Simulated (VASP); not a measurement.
Input of a VASP 6.6.1 run:

File POSCAR:

```
AlN
1.0
   -3.1066653375      0.0000000000      0.0000000000
   -1.5533326688     -2.6904511034      0.0000000000
    0.0000000000      0.0000000000      9.8068096770
Al N
4 4
Direct
    0.3333333333      0.3333333333      0.6646088273
    0.3333333333      0.3333333333      0.1569610802
    0.6666666667      0.6666666667      0.9184327008
    0.6666666667      0.6666666667      0.4107849537
    0.3333333333      0.3333333333      0.8583344139
    0.3333333333      0.3333333333      0.3506866669
    0.6666666667      0.6666666667      0.0968627933
    0.6666666667      0.6666666667      0.6045105404
```

The input INCAR.step1:

```
  PREC = Accurate
  ENCUT = 520
  ISMEAR = 0
  SIGMA = 0.05
  LREAL = F
  LASPH = T
  NELM = 100
  NBANDS = 26
  GGA = PE
  ALGO = Normal
  EDIFF = 1E-4
  LWAVE = T
  LCHARG = F
```

Contents of INCAR.step2:

```
  PREC = Accurate
  ENCUT = 520
  EDIFF = 1E-6
  ISMEAR = 0
  SIGMA = 0.05
  LREAL = F
  LASPH = T
  NELM = 100
  ALGO = Normal
  ISIF = 2
  LWAVE = F
  LCHARG = F
  METAGGA = R2SCAN
  LMIXTAU = T
  NBANDS = 26
  ISTART = 1
```

KPOINTS

```
regular mesh
0
Gamma
  8 8 3
```

Potentials or basis: VASP PAW PBE potentials, release 64 (Al, N).

Run with:

```console
$ cat potpaw_PBE.64/Al/POTCAR potpaw_PBE.64/N/POTCAR > POTCAR
$ cp INCAR.step1 INCAR
$ mpirun -np 1 vasp_std > vasp.out
$ cp INCAR.step2 INCAR
$ mpirun -np 1 vasp_std > vasp.out
```

Problem. Estimate the band gap on the k mesh.

Solution. 5.03 eV.

Problem. Predict the largest force.

Solution. 2.826 eV/Å.

Problem. Predict the pressure.

Solution. 3.7 GPa.

Forces in eV/Å, atoms in the order of the input:
```
Al   0.000  0.000  0.169
Al   0.000  0.000  0.357
Al   0.000  0.000 -2.826
Al   0.000  0.000  0.149
N    0.000  0.000 -0.276
N    0.000  0.000 -0.166
N    0.000  0.000  2.757
N    0.000  0.000 -0.164
```

Caveat: the PAW data sets were made with another functional, which shifts forces and pressure a little. r2SCAN opens gaps a little over a GGA but as a rule still falls short of measured ones.
